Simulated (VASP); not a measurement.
# FePb2O4 (P-42m) in VASP: single point with PBE

Aim: the single point of FePb2O4 with PBE.

Program: VASP 6.6.1. These are calculated values, not measurements. Logs are shortened: lines on timing, memory, paths and dates and some standing lists are left out, and cuts for length are marked.

**1. The cell of the first run**

Symmetry: P-42m, No. 111, tetragonal system. Conventional cell: a = 5.906 Å, b = 5.906 Å, c = 3.694 Å, α = 90.00°, β = 90.00°, γ = 90.00°. Fe (site symmetry -42m) has 4 O at 1.80 Å within 2.4 Å. Within 3.3 Å of Pb (site symmetry 222) lie 8 O at 2.46 to 3.24 Å. Within 2.5 Å of O (site symmetry m) lie 1 Fe at 1.80 Å and 2 Pb at 2.46 Å.

The cell was generated, and may not be a known phase.

**2. Single point, PBE, collinear spin, ferromagnetic start**

INCAR reads:

```
SYSTEM = FePb2O4
PREC = Accurate
ENCUT = 600
EDIFF = 1E-6
ISMEAR = 0
SIGMA = 0.1
LREAL = .False.
LASPH = .True.
NELM = 200
ALGO = Normal
ISIF = 2
LWAVE = .False.
LCHARG = .False.
ISPIN = 2
MAGMOM = 2.91 0 0 0.18 0.18 0.18 0.18
LORBIT = 11
LMAXMIX = 4
GGA = PE
NBANDS = 43
GGA_COMPAT = .False.
```

KPOINTS reads:

```
regular mesh
0
Gamma
  4 4 6
  0 0 0
```

POSCAR reads:

```
FePb2O4
1.0
    5.9059418903      0.0000000000      0.0000000000
    0.0000000000      5.9059418903      0.0000000000
    0.0000000000      0.0000000000      3.6943394204
Fe Pb O
1 2 4
Direct
    0.0000000000      0.0000000000      0.0000000000
    0.0000000000      0.5000000000      0.5000000000
    0.5000000000      0.0000000000      0.5000000000
    0.7961053294      0.7961053294      0.1616743725
    0.2038946706      0.2038946706      0.1616743725
    0.2038946706      0.7961053294      0.8383256275
    0.7961053294      0.2038946706      0.8383256275
```

Potentials or basis: VASP PAW PBE potentials, release 64 (Fe, Pb_d, O).

On the command line:

```console
cat potpaw_PBE.64/Fe/POTCAR potpaw_PBE.64/Pb_d/POTCAR potpaw_PBE.64/O/POTCAR > POTCAR
mpirun -np 1 vasp_std > vasp.out
```

OUTCAR:

```text
SYSTEM = FePb2O4
   PREC = Accurate
   ENCUT = 600
   EDIFF = 1E-6
   ISMEAR = 0
   LREAL = .False.
   LASPH = .True.
   NELM = 200
   ISIF = 2
   ISPIN = 2
   LORBIT = 11
   GGA = PE

 ion  position               nearest neighbor table
   1  0.000  0.000  0.000-   4 1.80   5 1.80   6 1.80   7 1.80   2 3.48   3 3.48   2 3.48   3 3.48
                             2 3.48   2 3.48   3 3.48   3 3.48
   2  0.000  0.500  0.500-   4 2.46   5 2.46   6 2.46   7 2.46   1 3.48   1 3.48   1 3.48   1 3.48

   3  0.500  0.000  0.500-   4 2.46   5 2.46   6 2.46   7 2.46   1 3.48   1 3.48   1 3.48   1 3.48

   4  0.796  0.796  0.162-   1 1.80   2 2.46   3 2.46
   5  0.204  0.204  0.162-   1 1.80   2 2.46   3 2.46
   6  0.204  0.796  0.838-   1 1.80   2 2.46   3 2.46
   7  0.796  0.204  0.838-   1 1.80   2 2.46   3 2.46

  LATTYP: Found a simple tetragonal cell.
 ALAT       =     5.9059418903
 C/A-ratio  =     0.6255292533

  Lattice vectors:

 A1 = (   5.9059418903,   0.0000000000,   0.0000000000)
 A2 = (   0.0000000000,   5.9059418903,   0.0000000000)
 A3 = (   0.0000000000,   0.0000000000,   3.6943394204)

Analysis of symmetry for initial positions (statically):
=====================================================================
 Subroutine PRICEL returns:
 Original cell was already a primitive cell.

 Routine SETGRP: Setting up the symmetry group for a
 simple tetragonal supercell.

 Subroutine GETGRP returns: Found  8 space group operations
 (whereof  8 operations were pure point group operations)
 out of a pool of 16 trial point group operations.

The static configuration has the point symmetry D_2d.

Analysis of symmetry for dynamics (positions and initial velocities):
=====================================================================
 Subroutine PRICEL returns:
 Original cell was already a primitive cell.

 Routine SETGRP: Setting up the symmetry group for a
 simple tetragonal supercell.

 Subroutine GETGRP returns: Found  8 space group operations
 (whereof  8 operations were pure point group operations)
 out of a pool of 16 trial point group operations.

The dynamic configuration has the point symmetry D_2d.

Analysis of structural, dynamic, and magnetic symmetry:
=====================================================================
 Subroutine PRICEL returns:
 Original cell was already a primitive cell.

 Routine SETGRP: Setting up the symmetry group for a
 simple tetragonal supercell.

 Subroutine GETGRP returns: Found  8 space group operations
 (whereof  8 operations were pure point group operations)
 out of a pool of 16 trial point group operations.

The overall configuration has the point symmetry D_2d.

 Subroutine INISYM returns: Found  8 space group operations
 (whereof  8 operations are pure point group operations),
 and found     1 'primitive' translations

----------------------------------------------------------------------------------------

                                     Primitive cell

  volume of cell :     128.8591

  direct lattice vectors                    reciprocal lattice vectors
     5.905941890  0.000000000  0.000000000     0.169321002  0.000000000  0.000000000
     0.000000000  5.905941890  0.000000000     0.000000000  0.169321002  0.000000000
     0.000000000  0.000000000  3.694339420     0.000000000  0.000000000  0.270684387

  length of vectors
     5.905941890  5.905941890  3.694339420     0.169321002  0.169321002  0.270684387

  position of ions in fractional coordinates (direct lattice)
     0.000000000  0.000000000  0.000000000
     0.000000000  0.500000000  0.500000000
     0.500000000  0.000000000  0.500000000
     0.796105329  0.796105329  0.161674373
     0.203894671  0.203894671  0.161674373
     0.203894671  0.796105329  0.838325627
     0.796105329  0.203894671  0.838325627

  ion indices of the primitive-cell ions
   primitive index   ion index
                 1           1
                 2           2
                 3           3
                 4           4
                 5           5
                 6           6
                 7           7

----------------------------------------------------------------------------------------

 KPOINTS: regular mesh

Automatic generation of k-mesh.
 Grid dimensions read from file:
 generate k-points for:    4    4    6

 Generating k-lattice:

  Cartesian coordinates                     Fractional coordinates (reciprocal lattice)
     0.042330251  0.000000000  0.000000000     0.250000000  0.000000000  0.000000000
     0.000000000  0.042330251  0.000000000     0.000000000  0.250000000  0.000000000
     0.000000000  0.000000000  0.045114064     0.000000000  0.000000000  0.166666667

  Length of vectors
     0.042330251  0.042330251  0.045114064

  Shift w.r.t. Gamma in fractional coordinates (k-lattice)
     0.000000000  0.000000000  0.000000000

 Subroutine IBZKPT returns following result:
 ===========================================

 Found     24 irreducible k-points:

 Following reciprocal coordinates:
            Coordinates               Weight
  0.000000  0.000000  0.000000      1.000000
  0.250000  0.000000  0.000000      4.000000
  0.500000  0.000000  0.000000      2.000000
  0.250000  0.250000  0.000000      4.000000
  0.500000  0.250000  0.000000      4.000000
  0.500000  0.500000  0.000000      1.000000
[... 16 lines left out ...]
  0.500000  0.250000  0.500000      4.000000
  0.500000  0.500000  0.500000      1.000000
   k-points           NKPTS =     24   k-points in BZ     NKDIM =     24   number of bands    NBANDS=     43
   number of dos      NEDOS =    301   number of ions     NIONS =      7
   total plane-waves  NPLWV =  69120
   dimension x,y,z NGX =    48 NGY =   48 NGZ =   30
   dimension x,y,z NGXF=    96 NGYF=   96 NGZF=   60
   ions per type =               1   2   4
   NGX,Y,Z   is equivalent  to a cutoff of  13.51, 13.51, 13.50 a.u.
   NGXF,Y,Z  is equivalent  to a cutoff of  27.02, 27.02, 27.00 a.u.
 SYSTEM =  FePb2O4
   PREC   = accura    normal or accurate (medium, high low for compatibility)
   ISTART =      0    job   : 0-new  1-cont  2-samecut
   ICHARG =      2    charge: 1-file 2-atom 10-const
   ISPIN  =      2    spin polarized calculation?
   LNONCOLLINEAR =      F non collinear calculations
   LSORBIT =      F    spin-orbit coupling
   LASPH  =      T    aspherical Exc in radial PAW
   ENCUT  =  600.0 eV  44.10 Ry    6.64 a.u.  11.80 11.80  7.38*2*pi/ulx,y,z
   NELM   =    200;   NELMIN=  2; NELMDL= -5     # of ELM steps
   EDIFF  = 0.1E-05   stopping-criterion for ELM
   LREAL  =      F    real-space projection
   EDIFFG = 0.1E-04   stopping-criterion for IOM
   NSW    =      0    number of steps for IOM
   IBRION =     -1    ionic relax: 0-MD 1-quasi-New 2-CG
   NFREE  =      0    steps in history (QN), initial steepest desc. (CG)
   ISIF   =      2    stress and relaxation
   ISYM   =      2    0-nonsym 1-usesym 2-fastsym
   POTIM  = 0.5000    time-step for ionic-motion
   TEBEG  =    0.0;   TEEND  =   0.0 temperature during run
   PSTRESS=    0.0 pullay stress
   NELECT =      60.0000    total number of electrons
   NUPDOWN=      -1.0000    fix difference up-down
   EMIN   =  10.00;   EMAX   =-10.00  energy-range for DOS
   EFERMI =   0.00;   METHOD = LEGACY
   ISMEAR =     0;   SIGMA  =   0.10  broadening in eV -4-tet -1-fermi 0-gaus
   EFERMI_NEDOS =   21; number of points for ismear=-14 and -15
   IALGO  =     38    algorithm
   IMIX   =      4    mixing-type and parameters
     AMIX     =   0.40;   BMIX     =  1.00
     AMIX_MAG =   1.60;   BMIX_MAG =  1.00
  volume/ion in A,a.u.               =      18.41       124.23
  Fermi-wavevector in a.u.,A,eV,Ry     =   1.268879  2.397834 21.906113  1.610054
  Thomas-Fermi vector in A             =   2.401950
   LORBIT       =     11    0 simple, 1 ext, 2 COOP (PROOUT), +10 PAW based schemes
   GGA     = PE    functional components
   LHFCALC =     F    Hartree Fock is set to
   AEXX    =    0.0000 exact exchange contribution
   IVDW    =     0    specifies the selected vdW correction
   LEPSILON=     F    determine dielectric tensor
   LRPA    =     F    only Hartree local field effects (RPA)
 spin polarized calculation
 Gauss-broadening in eV      SIGMA  =   0.10
  energy-cutoff  :      600.00
  volume of cell :      128.86
 maximum number of plane-waves:      4328
 NGX is ok and might be reduce to    48
   NGX = 23   NGY = 23   NGZ = 15

 number of electron      60.0000011 magnetization       3.9756836

 Free energy of the ion-electron system (eV)
  ---------------------------------------------------
  ext. energy  EPLUGINS =         0.00000000
  ---------------------------------------------------
  free energy    TOTEN  =       -42.45732162 eV

  energy without entropy =      -42.45401900  energy(sigma->0) =      -42.45567031

 E-fermi :   3.5700     XC(G=0):  -9.2655

 val. band max:        3.4819466677   @ k =   0.2500   0.0000   0.0000
 cond. band min:       3.5964680152   @ k =   0.0000   0.0000   0.1667
 fundamental gap:      0.1145213475
 Fermi energy:         3.5700204388

 spin component 1

 k-point     1 :       0.0000    0.0000    0.0000
  band No.  band energies     occupation
      1     -15.0628      1.00000
      2     -14.4256      1.00000
      3     -14.3853      1.00000
      4     -14.3853      1.00000
      5     -13.1071      1.00000
      6     -13.0855      1.00000
[... 34 lines left out ...]
     41      10.5242      0.00000
     42      14.1182      0.00000

 k-point     2 :       0.2500    0.0000    0.0000
  band No.  band energies     occupation
      1     -15.0198      1.00000
      2     -14.4279      1.00000
      3     -14.4223      1.00000
      4     -14.3882      1.00000
      5     -13.1040      1.00000
      6     -13.0888      1.00000
[... 979 lines left out ...]
     41      12.4628      0.00000
     42      12.8564      0.00000

 k-point    24 :       0.5000    0.5000    0.5000
  band No.  band energies     occupation
      1     -14.9358      1.00000
      2     -14.3860      1.00000
      3     -14.3806      1.00000
      4     -14.3806      1.00000
      5     -13.0409      1.00000
      6     -12.9949      1.00000
[... 34 lines left out ...]
     41      12.6958      0.00000
     42      13.0517      0.00000
 Fermi energy:         3.5700204388

 spin component 2

 k-point     1 :       0.0000    0.0000    0.0000
  band No.  band energies     occupation
      1     -14.7650      1.00000
      2     -14.1714      1.00000
      3     -14.1060      1.00000
      4     -14.1060      1.00000
      5     -13.0949      1.00000
      6     -13.0736      1.00000
[... 34 lines left out ...]
     41      11.1487      0.00000
     42      14.2569      0.00000

 k-point     2 :       0.2500    0.0000    0.0000
  band No.  band energies     occupation
      1     -14.7208      1.00000
      2     -14.1635      1.00000
      3     -14.1461      1.00000
      4     -14.1140      1.00000
      5     -13.0918      1.00000
      6     -13.0768      1.00000
[... 979 lines left out ...]
     41      12.7848      0.00000
     42      13.1830      0.00000

 k-point    24 :       0.5000    0.5000    0.5000
  band No.  band energies     occupation
      1     -14.6697      1.00000
      2     -14.1110      1.00000
      3     -14.1027      1.00000
      4     -14.1027      1.00000
      5     -13.0295      1.00000
      6     -12.9862      1.00000
[... 34 lines left out ...]
     41      13.1791      0.00000
     42      13.4560      0.00000
 [bands above 42 left out]

------------------------ aborting loop because EDIFF is reached ----------------------------------------

  FORCE on cell =-STRESS in cart. coord.  units (eV):
  Direction    XX          YY          ZZ          XY          YZ          ZX
  --------------------------------------------------------------------------------------
  -------------------------------------------------------------------------------------
  Total        0.5178512      0.5178512     -0.1778460      0.0000000      0.0000000      0.0000000
  in kB        6.4387329      6.4387329     -2.2112587      0.0000000      0.0000000      0.0000000
  external PRESSURE =       3.5554023 kB  Pullay stress =       0.0000000 kB

 VOLUME and BASIS-vectors are now :
 -----------------------------------------------------------------------------
  energy-cutoff  :      600.00
  volume of cell :      128.86
      direct lattice vectors                 reciprocal lattice vectors
     5.905941890  0.000000000  0.000000000     0.169321002  0.000000000  0.000000000
     0.000000000  5.905941890  0.000000000     0.000000000  0.169321002  0.000000000
     0.000000000  0.000000000  3.694339420     0.000000000  0.000000000  0.270684387

 POSITION                                       TOTAL-FORCE (eV/Angst)
 -----------------------------------------------------------------------------------
      0.00000      0.00000      0.00000         0.000000      0.000000     -0.000000
      0.00000      2.95297      1.84717         0.000000      0.000000     -0.000000
      2.95297      0.00000      1.84717         0.000000      0.000000     -0.000000
      4.70175      4.70175      0.59728        -0.128274     -0.128274      0.053621
      1.20419      1.20419      0.59728         0.128274      0.128274      0.053621
      1.20419      4.70175      3.09706         0.128274     -0.128274     -0.053621
      4.70175      1.20419      3.09706        -0.128274      0.128274     -0.053621
 -----------------------------------------------------------------------------------
    total drift:                               -0.000000     -0.000000     -0.000000

  FREE ENERGIE OF THE ION-ELECTRON SYSTEM (eV)
  ---------------------------------------------------
  free  energy   TOTEN  =       -42.4573216194 eV

  energy  without entropy=      -42.4540189979  energy(sigma->0) =      -42.45567031

 total charge

# of ion       s       p       d       tot
------------------------------------------
    1        0.497   0.742   6.111   7.350
    2        1.496   0.418   9.861  11.775
    3        1.496   0.418   9.861  11.775
    4        1.579   3.355   0.000   4.934
    5        1.579   3.355   0.000   4.934
    6        1.579   3.355   0.000   4.934
    7        1.579   3.355   0.000   4.934
--------------------------------------------------
tot          9.802  14.999  25.833  50.635

 magnetization (x)

# of ion       s       p       d       tot
------------------------------------------
    1        0.027   0.056   2.845   2.928
    2        0.009   0.012   0.002   0.023
    3        0.009   0.012   0.002   0.023
    4        0.004   0.163   0.000   0.167
    5        0.004   0.163   0.000   0.167
    6        0.004   0.163   0.000   0.167
    7        0.004   0.163   0.000   0.167
--------------------------------------------------
tot          0.061   0.733   2.849   3.644
```

Wall time 11 min (1 thread of Intel Xeon 8259CL, shared host); peak memory 0.46 GiB.

What came out:

| Property | Result |
| --- | --- |
| Free energy | -42.4573 eV |
| Pressure | 0.4 GPa |
| Largest force | 0.189 eV/Å |
| Band gap on the k mesh | zero (filled and empty bands overlap) |
| Net moment | 3.98 μB per cell |
| Site moments | Fe +2.93; Pb +0.02; O +0.17 μB |
| Valence electrons inside the program's atomic spheres | Fe 7.35; Pb 11.78; O 4.93 |

Forces in eV/Å, atoms in the order of the input:
```
Fe   0.000  0.000  0.000
Pb   0.000  0.000  0.000
Pb   0.000  0.000  0.000
O   -0.128 -0.128  0.054
O    0.128  0.128  0.054
O    0.128 -0.128 -0.054
O   -0.128  0.128 -0.054
```

Levels at points of the mesh, in eV from the Fermi level:
Spin up:
```tsv
k point	band 29	band 30	band 31	band 32	band 33	band 34	band 35	band 36
(0.00, 0.00, 0.00)	-1.57	-0.90	-0.90	0.22	1.09	2.31	2.31	4.88
(0.50, 0.00, 0.00)	-1.64	-1.01	-0.86	-0.47	0.61	2.63	3.70	4.22
(0.50, 0.50, 0.00)	-1.41	-1.41	-0.45	-0.45	-0.25	2.47	3.01	4.64
(0.00, 0.00, 0.50)	-2.13	-0.96	-0.96	-0.52	1.28	1.40	3.87	4.04
(0.50, 0.00, 0.50)	-1.72	-1.34	-1.32	-0.59	1.22	2.39	2.51	3.57
(0.50, 0.50, 0.50)	-2.12	-1.53	-1.10	-1.10	0.90	2.83	2.90	2.90
```
Spin down:
```tsv
k point	band 25	band 26	band 27	band 28	band 29	band 30	band 31	band 32
(0.00, 0.00, 0.00)	-2.55	-2.28	-2.17	-2.09	0.34	1.10	1.10	1.67
(0.50, 0.00, 0.00)	-2.60	-2.51	-2.02	-0.80	0.39	0.87	1.01	1.15
(0.50, 0.50, 0.00)	-2.45	-2.40	-0.62	-0.62	0.43	0.62	0.66	1.08
(0.00, 0.00, 0.50)	-2.47	-2.47	-1.97	-0.20	0.16	0.22	1.22	1.22
(0.50, 0.00, 0.50)	-2.50	-2.43	-1.72	-0.87	0.04	0.57	0.82	1.37
(0.50, 0.50, 0.50)	-2.65	-2.24	-1.91	-1.91	0.14	0.74	0.94	0.94
```

Caveat: spin-orbit coupling is left out, which moves the levels of the heavy elements; a cell with one magnetic atom can't hold antiferromagnetic order, which such compounds often take; semilocal functionals often make such compounds metallic where correlation or magnetic order opens a gap, which also shifts bond lengths.

The gap in the log of VASP goes by the Fermi energy; the results here count the filled bands.